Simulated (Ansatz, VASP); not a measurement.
# Two plane-wave programs on AgCl

INCAR

```
ALGO = Normal
EDIFF = 1E-7
ENCUT = 520
GGA = PS
ISIF = 2
ISMEAR = 0
LASPH = T
LCHARG = T
LELF = T
LREAL = F
LVHAR = T
LWAVE = F
NBANDS = 16
NELM = 80
PREC = Accurate
SIGMA = 0.05
```

Contents of KPOINTS:

```
k-points
0
Gamma
  10 10 10
```

The input POSCAR:

```
AgCl
1.0
    3.3311591989      0.0000000000     -0.3664275119
    0.0000000000      3.3311591989     -0.0916068780
   -0.3664275119     -0.0916068780      3.3311591989
Ag Cl
1 1
Direct
    0.0000000000      0.0000000000      0.0000000000
    0.5000000000      0.5000000000      0.5000000000
```

Input for Ansatz:

```yaml
crystal:
  lattice:
    - [3.3311591989, 0.0, -0.3664275119]
    - [0.0, 3.3311591989, -0.091606878]
    - [-0.3664275119, -0.091606878, 3.3311591989]
  atoms:
    - { symbol: Ag, position: [0.0, 0.0, 0.0] }
    - { symbol: Cl, position: [0.5, 0.5, 0.5] }
basis:
  ecutwfc: 420
kpoints:
  mp_grid: { grid: [10, 10, 10] }
hamiltonian:
  xc: pbesol
scf:
  occupations: { method: gaussian, width: 0.05 }
output:
  forces: true
  stress: true
  eigenvalues: true
```

Change from the starting cell: engineering shear strain xz -0.2200, engineering shear strain yz -0.0550.

Alike in both runs: task single point; functional PBEsol; k mesh 10 × 10 × 10; occupations gaussian, width 0.05 eV; no spin polarisation.

|  | VASP | Ansatz |
| --- | --- | --- |
| version | VASP 6.6.1 | Ansatz 0.2.0 |
| potentials or method | VASP PAW PBE potentials, release 64 (Ag, Cl), cutoff 520 eV | scalar-relativistic, plane waves, PAW |
| valence electrons in the cell | 18 | 26 |

|  | VASP | Ansatz | Ansatz less VASP |
| --- | --- | --- | --- |
| gap on the k mesh at the Fermi level (eV) | none | none | - |
| pressure (GPa) | 2.5 | 2.7 | +0.13 |
| traceless stress, the component that is largest in VASP (GPa) | -0.67 | -0.64 | +0.025 |

VASP's potentials were made for PBE, not for PBEsol. A gap of «none» marks a metal or a gap that the smearing closes. The functional is the same, so the differences come from potentials, cutoffs and numerics. VASP's potentials hold 18 valence electrons a cell and Ansatz's 26, so a difference there can come from the potentials and not from the codes.
